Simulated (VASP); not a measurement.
A run of VASP 6.6.1:

File INCAR:

```
SYSTEM = SiC
ALGO = Normal ; EDIFF = 1E-6
ENCUT = 520 ; GGA = PE
GGA_COMPAT = .FALSE. ; ISIF = 2
ISMEAR = -1 ; ISYM = -1
LASPH = .TRUE. ; LCHARG = .FALSE.
LREAL = Auto ; LWAVE = .FALSE.
NBANDS = 46 ; NELM = 120
PREC = Accurate ; SIGMA = 0.1379
```

The input KPOINTS:

```
explicit points
1
Reciprocal
  0.25000000   0.25000000   0.25000000 1
```

Contents of POSCAR:

```
SiC
1.0
    5.8188710000      0.1233160000     -0.1634130000
    0.1233160000      5.8466490000     -0.1286390000
   -0.1634130000     -0.1286390000      5.4181290000
Si C
8 8
Direct
    0.3828733447      0.1847489351      0.5815700217
    0.8889389448      0.9618061059      0.6852828634
    0.6760065925      0.5609677177      1.1706929812
    0.9831458090      0.7791457294      0.2167010667
    0.6236385250      0.4755170391      0.6472984823
    0.2518051456      0.2896228762      0.0884249953
    0.3992917239      0.8268868228      0.2525833830
    0.3744480287      0.7267204833      0.7963138700
    0.0496316872      0.2245788232      0.7716861408
   -0.0256480586      0.4866908883      0.7180091509
    0.5794347469      0.9799460409      0.0734156476
    0.0590073004      0.6773983772      0.8674825590
    0.8307162195      0.3012687088      0.2972270935
    0.0429397658      0.3927466247      0.3619106243
    0.5935468181      0.9859771179      0.7937013638
    0.8153839871      1.0758352968      0.2133975991
```

Potentials or basis: VASP PAW PBE potentials, release 64 (Si, C).

Launch:

```sh
$ cat potpaw_PBE.64/Si/POTCAR potpaw_PBE.64/C/POTCAR > POTCAR
$ mpirun -np 1 vasp_std > vasp.out
```

Hardware: 1 thread of AMD EPYC 9R45 96-Core Processor (Zen 5) (shared host).

Problem. Estimate the wall time of this run.

Solution. It took 14 s on 1 thread of AMD EPYC 9R45 96-Core Processor (Zen 5), on a shared host, peak memory 0.23 GiB. Counts: scf iterations 14, k points 1.
